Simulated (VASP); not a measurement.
Set up this calculation in VASP 6.6.1, as the native input.

* Task: relaxation of cell and atoms
* Functional: PBE
* Potentials or basis: VASP PAW PBE potentials, release 64 (Nb_sv, Si, B)
* Cutoff: 600 eV
* k mesh: 12 × 12 × 8
* Occupations: gaussian, width 0.1 eV
* Spin: no spin polarisation
* Dipole correction: no
* Further INCAR settings: ALGO = Normal; EDIFF = 1e-07; IBRION = 2; EDIFFG = -0.01; NSW = 100; ISIF = 3

The structure of Nb2SiB2 lies in POSCAR:

```
Nb2SiB2
1.0
    4.0588239251      0.0000000000      0.0000000000
   -2.0294119626      3.5150446287      0.0000000000
    0.0000000000      0.0000000000      4.6277334999
Nb Si B
2 1 2
Direct
    0.3333333333      0.6666666667      0.2580057769
    0.6666666667      0.3333333333      0.7419942231
    0.0000000000      0.0000000000      0.0000000000
    0.3333333333      0.6666666667      0.7513168380
    0.6666666667      0.3333333333      0.2486831620
```

The cell was generated, and may not be a known phase.

These files were run (other wordings do the same):

INCAR

```
PREC = Accurate
ENCUT = 600
EDIFF = 1E-7
ISMEAR = 0
SIGMA = 0.1
LREAL = F
LASPH = T
NELM = 80
ALGO = Normal
ISIF = 3
LWAVE = F
LCHARG = F
GGA = PE
IBRION = 2
NSW = 100
EDIFFG = -0.01
```

KPOINTS

```
Automatic mesh
0
Gamma
  12 12 8
```

Potentials or basis: VASP PAW PBE potentials, release 64 (Nb_sv, Si, B).

The run is started by

```console
$ cat potpaw_PBE.64/Nb_sv/POTCAR potpaw_PBE.64/Si/POTCAR potpaw_PBE.64/B/POTCAR > POTCAR
$ mpirun -np 1 vasp_std > vasp.out
```

It gave:

```json
{"Relaxed volume": "13.21 Å³/atom", "Relaxed cell": "a = 4.065 Å, b = 4.065 Å, c = 4.616 Å, α = 90.00°, β = 90.00°, γ = 120.00°", "Space group after relaxing (to 0.1 Å)": "P-3m1 (No. 164)", "Energy gained by relaxing": "0.1 meV/atom", "Ionic steps": "3", "Pressure after relaxing": "0.0 GPa", "Largest force after relaxing": "0.009 eV/Å", "Band gap on the k mesh": "zero (bands 18 and 19 overlap by 1.42 eV)"}
```

Wall time 6.2 min on 1 thread of Intel(R) Xeon(R) Platinum 8488C (Sapphire Rapids) (shared host), peak memory 0.37 GiB.
